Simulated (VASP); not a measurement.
# Pb (P6_3/mmc) in VASP: notebook

The runs below take Pb through single point, relaxation of cell and atoms, with LDA.

Program: VASP 6.6.1. These are calculated values, not measurements. Logs are shortened: lines on timing, memory, paths and dates and some standing lists are left out, and cuts for length are marked.

**1. The cell of the first run**

Symmetry: P6_3/mmc, No. 194, hexagonal system. Conventional cell: a = 3.435 Å, b = 3.435 Å, c = 5.669 Å, α = 90.00°, β = 90.00°, γ = 120.00°. Within 4.5 Å of Pb (site symmetry -6m2) lie 12 Pb at 3.44 to 3.46 Å.

**2. Single point, LDA**

File INCAR:

```
PREC = Accurate ; ENCUT = 520
EDIFF = 1E-7 ; ISMEAR = 0
SIGMA = 0.1 ; LREAL = F
LASPH = T ; NELM = 100
ALGO = Normal ; ISIF = 2
LWAVE = F ; LCHARG = F
GGA = CA ; NBANDS = 21
```

File KPOINTS:

```
regular mesh
0
Gamma
  15 15 8
```

File POSCAR:

```
Pb
1.0
    3.4350765925      0.0000000000      0.0000000000
   -1.7175382963      2.9748635931      0.0000000000
    0.0000000000      0.0000000000      5.6689063747
Pb
2
Direct
    0.3333333333      0.6666666667      0.2500000000
    0.6666666667      0.3333333333      0.7500000000
```

Potentials or basis: VASP PAW LDA potentials, release 64 (Pb_d).

Command:

```
$ cat potpaw_LDA.64/Pb_d/POTCAR > POTCAR
$ mpirun -np 1 vasp_std > vasp.out
```

OUTCAR:

```text
PREC = Accurate
   ENCUT = 520
   EDIFF = 1E-7
   ISMEAR = 0
   LREAL = F
   LASPH = T
   NELM = 100
   ISIF = 2
   GGA = CA

 ion  position               nearest neighbor table
   1  0.333  0.667  0.250-   2 3.46   2 3.46   2 3.46   2 3.46   2 3.46   2 3.46
   2  0.667  0.333  0.750-   1 3.46   1 3.46   1 3.46   1 3.46   1 3.46   1 3.46

  LATTYP: Found a hexagonal cell.
 ALAT       =     3.4350765925
 C/A-ratio  =     1.6502998469

  Lattice vectors:

 A1 = (   3.4350765925,   0.0000000000,   0.0000000000)
 A2 = (  -1.7175382963,   2.9748635931,   0.0000000000)
 A3 = (   0.0000000000,   0.0000000000,   5.6689063747)

Analysis of symmetry for initial positions (statically):
=====================================================================
 Subroutine PRICEL returns:
 Original cell was already a primitive cell.

 Routine SETGRP: Setting up the symmetry group for a
 hexagonal supercell.

 Subroutine GETGRP returns: Found 24 space group operations
 (whereof 12 operations were pure point group operations)
 out of a pool of 24 trial point group operations.

The static configuration has the point symmetry D_3d.
 The point group associated with its full space group is D_6h.

Analysis of symmetry for dynamics (positions and initial velocities):
=====================================================================
 Subroutine PRICEL returns:
 Original cell was already a primitive cell.

 Routine SETGRP: Setting up the symmetry group for a
 hexagonal supercell.

 Subroutine GETGRP returns: Found 24 space group operations
 (whereof 12 operations were pure point group operations)
 out of a pool of 24 trial point group operations.

The dynamic configuration has the point symmetry D_3d.
 The point group associated with its full space group is D_6h.

 Subroutine INISYM returns: Found 24 space group operations
 (whereof 12 operations are pure point group operations),
 and found     1 'primitive' translations

----------------------------------------------------------------------------------------

                                     Primitive cell

  volume of cell :      57.9299

  direct lattice vectors                    reciprocal lattice vectors
     3.435076593  0.000000000  0.000000000     0.291114324  0.168074933  0.000000000
    -1.717538296  2.974863593  0.000000000     0.000000000  0.336149867  0.000000000
     0.000000000  0.000000000  5.668906375     0.000000000  0.000000000  0.176400867

  length of vectors
     3.435076593  3.435076593  5.668906375     0.336149867  0.336149867  0.176400867

  position of ions in fractional coordinates (direct lattice)
     0.333333333  0.666666667  0.250000000
     0.666666667  0.333333333  0.750000000

  ion indices of the primitive-cell ions
   primitive index   ion index
                 1           1
                 2           2

----------------------------------------------------------------------------------------

 KPOINTS: regular mesh

Automatic generation of k-mesh.
 Grid dimensions read from file:
 generate k-points for:   15   15    8

 Generating k-lattice:

  Cartesian coordinates                     Fractional coordinates (reciprocal lattice)
     0.019407622  0.011204996  0.000000000     0.066666667 -0.000000000  0.000000000
     0.000000000  0.022409991  0.000000000     0.000000000  0.066666667  0.000000000
     0.000000000  0.000000000  0.022050108     0.000000000  0.000000000  0.125000000

  Length of vectors
     0.022409991  0.022409991  0.022050108

  Shift w.r.t. Gamma in fractional coordinates (k-lattice)
     0.000000000  0.000000000  0.000000000

 Subroutine IBZKPT returns following result:
 ===========================================

 Found    135 irreducible k-points:

 Following reciprocal coordinates:
            Coordinates               Weight
  0.000000  0.000000  0.000000      1.000000
  0.066667  0.000000  0.000000      6.000000
  0.133333  0.000000  0.000000      6.000000
  0.200000  0.000000  0.000000      6.000000
  0.266667  0.000000  0.000000      6.000000
  0.333333  0.000000  0.000000      6.000000
[... 16 lines left out ...]
  0.333333  0.200000  0.000000     12.000000
  0.400000  0.200000  0.000000      6.000000
 [... further k-points ...]
   k-points           NKPTS =    135   k-points in BZ     NKDIM =    135   number of bands    NBANDS=     21
   number of dos      NEDOS =    301   number of ions     NIONS =      2
   total plane-waves  NPLWV =  32928
   dimension x,y,z NGX =    28 NGY =   28 NGZ =   42
   dimension x,y,z NGXF=    56 NGYF=   56 NGZF=   84
   ions per type =               2
   NGX,Y,Z   is equivalent  to a cutoff of  13.55, 13.55, 12.32 a.u.
   NGXF,Y,Z  is equivalent  to a cutoff of  27.10, 27.10, 24.63 a.u.
 SYSTEM =  unknown system
   PREC   = accura    normal or accurate (medium, high low for compatibility)
   ISTART =      0    job   : 0-new  1-cont  2-samecut
   ICHARG =      2    charge: 1-file 2-atom 10-const
   ISPIN  =      1    spin polarized calculation?
   LNONCOLLINEAR =      F non collinear calculations
   LSORBIT =      F    spin-orbit coupling
   LASPH  =      T    aspherical Exc in radial PAW
   ENCUT  =  520.0 eV  38.22 Ry    6.18 a.u.   6.39  6.39 10.54*2*pi/ulx,y,z
   NELM   =    100;   NELMIN=  2; NELMDL= -5     # of ELM steps
   EDIFF  = 0.1E-06   stopping-criterion for ELM
   LREAL  =      F    real-space projection
   EDIFFG = 0.1E-05   stopping-criterion for IOM
   NSW    =      0    number of steps for IOM
   IBRION =     -1    ionic relax: 0-MD 1-quasi-New 2-CG
   NFREE  =      0    steps in history (QN), initial steepest desc. (CG)
   ISIF   =      2    stress and relaxation
   ISYM   =      2    0-nonsym 1-usesym 2-fastsym
   POTIM  = 0.5000    time-step for ionic-motion
   TEBEG  =    0.0;   TEEND  =   0.0 temperature during run
   PSTRESS=    0.0 pullay stress
   NELECT =      28.0000    total number of electrons
   NUPDOWN=      -1.0000    fix difference up-down
   EMIN   =  10.00;   EMAX   =-10.00  energy-range for DOS
   EFERMI =   0.00;   METHOD = LEGACY
   ISMEAR =     0;   SIGMA  =   0.10  broadening in eV -4-tet -1-fermi 0-gaus
   EFERMI_NEDOS =   21; number of points for ismear=-14 and -15
   IALGO  =     38    algorithm
   IMIX   =      4    mixing-type and parameters
     AMIX     =   0.40;   BMIX     =  1.00
     AMIX_MAG =   1.60;   BMIX_MAG =  1.00
  volume/ion in A,a.u.               =      28.96       195.47
  Fermi-wavevector in a.u.,A,eV,Ry     =   1.284774  2.427870 22.458362  1.650643
  Thomas-Fermi vector in A             =   2.416947
   LORBIT       =      0    0 simple, 1 ext, 2 COOP (PROOUT), +10 PAW based schemes
   GGA     = CA    functional components
   LHFCALC =     F    Hartree Fock is set to
   AEXX    =    0.0000 exact exchange contribution
   IVDW    =     0    specifies the selected vdW correction
   LEPSILON=     F    determine dielectric tensor
   LRPA    =     F    only Hartree local field effects (RPA)
 non-spin polarized calculation
 Gauss-broadening in eV      SIGMA  =   0.10
  energy-cutoff  :      520.00
  volume of cell :       57.93
 maximum number of plane-waves:      1581
 NGX is ok and might be reduce to    28
   NGX = 13   NGY = 13   NGZ = 21

 number of electron      28.0000009 magnetization

 Free energy of the ion-electron system (eV)
  ---------------------------------------------------
  ext. energy  EPLUGINS =         0.00000000
  ---------------------------------------------------
  free energy    TOTEN  =        -8.49648990 eV

  energy without entropy =       -8.49353827  energy(sigma->0) =       -8.49501409

 E-fermi :   7.4898     XC(G=0): -10.6771

 val. band max:        7.4175366188   @ k =   0.3333   0.0000   0.2500
 cond. band min:       7.5344653716   @ k =   0.4667   0.0667   0.1250
 fundamental gap:      0.1169287528
 Fermi energy:         7.4897765992

 k-point     1 :       0.0000    0.0000    0.0000
  band No.  band energies     occupation
      1      -9.5587      2.00000
      2      -9.5226      2.00000
      3      -9.4946      2.00000
      4      -9.4946      2.00000
      5      -9.4708      2.00000
      6      -9.4708      2.00000
[... 13 lines left out ...]
     20      16.8483      0.00000
     21      19.2261      0.00000

 k-point     2 :       0.0667    0.0000    0.0000
  band No.  band energies     occupation
      1      -9.5538      2.00000
      2      -9.5251      2.00000
      3      -9.4866      2.00000
      4      -9.4821      2.00000
      5      -9.4692      2.00000
      6      -9.4587      2.00000
[... 13 lines left out ...]
     20      17.3257      0.00000
     21      18.7534      0.00000

 k-point     3 :       0.1333    0.0000    0.0000
  band No.  band energies     occupation
      1      -9.5621      2.00000
      2      -9.5138      2.00000
      3      -9.4788      2.00000
      4      -9.4469      2.00000
      5      -9.4464      2.00000
      6      -9.4243      2.00000
[... 13 lines left out ...]
     20      17.8918      0.00000
     21      18.1796      0.00000

 k-point     4 :       0.2000    0.0000    0.0000
  band No.  band energies     occupation
      1      -9.5900      2.00000
      2      -9.4966      2.00000
      3      -9.4707      2.00000
      4      -9.4524      2.00000
      5      -9.4341      2.00000
      6      -9.3975      2.00000
[... 13 lines left out ...]
     20      17.3162      0.00000
     21      18.3248      0.00000

 k-point     5 :       0.2667    0.0000    0.0000
  band No.  band energies     occupation
      1      -9.6225      2.00000
      2      -9.5072      2.00000
      3      -9.4884      2.00000
      4      -9.4533      2.00000
      5      -9.4349      2.00000
      6      -9.3392      2.00000
[... 13 lines left out ...]
     20      16.8888      0.00000
     21      18.4066      0.00000
[... 382 lines left out ...]
     20      18.0990      0.00000
     21      18.7509      0.00000

 k-point    22 :       0.2667    0.2000    0.0000
  band No.  band energies     occupation
      1      -9.5658      2.00000
      2      -9.5568      2.00000
      3      -9.4960      2.00000
      4      -9.4719      2.00000
      5      -9.3863      2.00000
      6      -9.3644      2.00000
[... 13 lines left out ...]
     20      18.1214      0.00000
     21      19.9803      0.00000

 k-point    23 :       0.3333    0.2000    0.0000
  band No.  band energies     occupation
      1      -9.5875      2.00000
      2      -9.5692      2.00000
      3      -9.4674      2.00000
      4      -9.4642      2.00000
      5      -9.3842      2.00000
      6      -9.3719      2.00000
[... 13 lines left out ...]
     20      17.9654      0.00000
     21      20.8346      0.00000

 k-point    24 :       0.4000    0.2000    0.0000
  band No.  band energies     occupation
      1      -9.5952      2.00000
      2      -9.5736      2.00000
      3      -9.4642      2.00000
      4      -9.4535      2.00000
      5      -9.3929      2.00000
      6      -9.3593      2.00000
[... 13 lines left out ...]
     20      17.9086      0.00000
     21      21.3695      0.00000

 [... further k-points ...]

------------------------ aborting loop because EDIFF is reached ----------------------------------------

  FORCE on cell =-STRESS in cart. coord.  units (eV):
  Direction    XX          YY          ZZ          XY          YZ          ZX
  --------------------------------------------------------------------------------------
  -------------------------------------------------------------------------------------
  Total        0.0051200      0.0051200      0.0148226     -0.0000000      0.0000000      0.0000000
  in kB        0.1416059      0.1416059      0.4099503     -0.0000000      0.0000000      0.0000000
  external PRESSURE =       0.2310540 kB  Pullay stress =       0.0000000 kB

 VOLUME and BASIS-vectors are now :
 -----------------------------------------------------------------------------
  energy-cutoff  :      520.00
  volume of cell :       57.93
      direct lattice vectors                 reciprocal lattice vectors
     3.435076593  0.000000000  0.000000000     0.291114324  0.168074933  0.000000000
    -1.717538296  2.974863593  0.000000000     0.000000000  0.336149867  0.000000000
     0.000000000  0.000000000  5.668906375     0.000000000  0.000000000  0.176400867

 POSITION                                       TOTAL-FORCE (eV/Angst)
 -----------------------------------------------------------------------------------
     -0.00000      1.98324      1.41723        -0.000000      0.000000      0.000000
      1.71754      0.99162      4.25168         0.000000     -0.000000      0.000000
 -----------------------------------------------------------------------------------
    total drift:                               -0.000000      0.000000      0.000000

  FREE ENERGIE OF THE ION-ELECTRON SYSTEM (eV)
  ---------------------------------------------------
  free  energy   TOTEN  =        -8.4964899049 eV

  energy  without entropy=       -8.4935382669  energy(sigma->0) =       -8.49501409
```

Wall time 47 s (1 thread of Intel Xeon 6975P-C (Granite Rapids), shared host); peak memory 0.24 GiB.

What came out:

| Quantity | Value |
| --- | --- |
| Free energy | -8.4965 eV |
| Pressure | 0.0 GPa |
| Band gap on the k mesh | zero (band 14 reaches 13.49 eV, above the bottom of band 15 at 5.39 eV) |

Levels at points of the mesh, in eV from the Fermi level:
```tsv
k point	band 12	band 13	band 14	band 15	band 16	band 17
(0.00, 0.00, 0.00)	-8.25	-4.40	5.93	5.93	7.69	7.78
(0.00, 0.00, 0.50)	-10.80	0.73	0.73	6.80	6.80	6.80
```

Caveat: spin-orbit coupling is left out, which moves the levels of the heavy elements.

**3. Relaxation of cell and atoms, LDA**

This run uses another cell than the first one, of 30.33 Å³/atom, 1.047 times its volume.

File INCAR:

```
SYSTEM = Pb
ALGO = Normal ; EDIFF = 1E-6
EDIFFG = -0.005 ; ENCUT = 600
IBRION = 2 ; ISIF = 3
ISMEAR = 0 ; LASPH = .TRUE.
LCHARG = .FALSE. ; LREAL = .FALSE.
LWAVE = .FALSE. ; NELM = 100
NSW = 70 ; PREC = Accurate
SIGMA = 0.1
```

File KPOINTS:

```
k-points
0
G
  15 15 8
  0 0 0
```

File POSCAR:

```
Pb
1.0
    3.4894605504      0.0000000000      0.0000000000
   -1.7447302752      3.0219614822      0.0000000000
    0.0000000000      0.0000000000      5.7527048411
Pb
2
Direct
    0.3333333333      0.6666666667      0.2500000000
    0.6666666667      0.3333333333      0.7500000000
```

Potentials or basis: VASP PAW LDA potentials, release 64 (Pb_d).

Command:

```
$ cat potpaw_LDA.64/Pb_d/POTCAR > POTCAR
$ mpirun -np 1 vasp_std > vasp.out
```

Run time: 5.8 min. Hardware: 1 thread of Intel Xeon 6975P-C (Granite Rapids), shared host; peak memory 0.28 GiB.

It converged, with:

| Item | Value |
| --- | --- |
| Free energy | -8.4970 eV |
| Relaxed volume | 29.03 Å³/atom |
| Relaxed cell | a = 3.437 Å, b = 3.437 Å, c = 5.674 Å, α = 90.00°, β = 90.00°, γ = 120.00° |
| Space group after relaxing (to 0.05 Å) | P6_3/mmc (No. 194) |
| Energy gained by relaxing | 9.0 meV/atom |
| Ionic steps | 20 |
| Pressure after relaxing | 0.0 GPa |
| Band gap on the k mesh | zero (band 14 reaches 13.45 eV, above the bottom of band 15 at 5.37 eV) |

The path:
```tsv
step	energy change (eV)	largest force (eV/Å)	pressure (GPa)	volume (Å³)
1	0.0000	0.0000	-2.09	60.66
2	-0.0161	0.0000	0.76	57.25
3	-0.0179	0.0000	0.00	58.04
4	-0.0179	0.0000	0.01	57.99
5	-0.0179	0.0000	0.05	57.99
6	-0.0179	0.0000	0.05	57.99
7	-0.0179	0.0000	0.06	58.01
8	-0.0179	0.0000	-0.01	58.06
9	-0.0179	0.0000	-0.02	58.03
10	-0.0179	0.0000	0.01	58.02
11	-0.0179	0.0000	-0.01	58.01
12	-0.0179	0.0000	0.00	58.01
13	-0.0179	0.0000	0.03	58.01
14	-0.0179	0.0000	0.03	58.01
15	-0.0179	0.0000	0.04	58.02
16	-0.0180	0.0000	0.03	58.05
17	-0.0179	0.0000	-0.05	58.11
18	-0.0180	0.0000	-0.06	58.07
19	-0.0180	0.0000	-0.02	58.06
20	-0.0180	0.0000	0.00	58.05
```

Final structure:
```
CELL_PARAMETERS angstrom
3.43703 0.00000 0.00000
-1.71852 2.97656 0.00000
0.00000 0.00000 5.67449
ATOMIC_POSITIONS crystal
Pb 0.33333 0.66667 0.25000
Pb 0.66667 0.33333 0.75000
```

Levels at points of the mesh, in eV from the Fermi level:
```csv
k point,band 11,band 12,band 13,band 14,band 15,band 16,band 17,band 18
"(0.00, 0.00, 0.00)",-12.03,-8.25,-4.39,5.93,5.93,7.66,7.77,7.77
"(0.00, 0.00, 0.50)",-10.79,-10.79,0.73,0.73,6.79,6.79,6.79,6.79
```

Caveat: spin-orbit coupling is left out, which moves the levels of the heavy elements. Zero-point motion and thermal expansion aren't in these numbers.
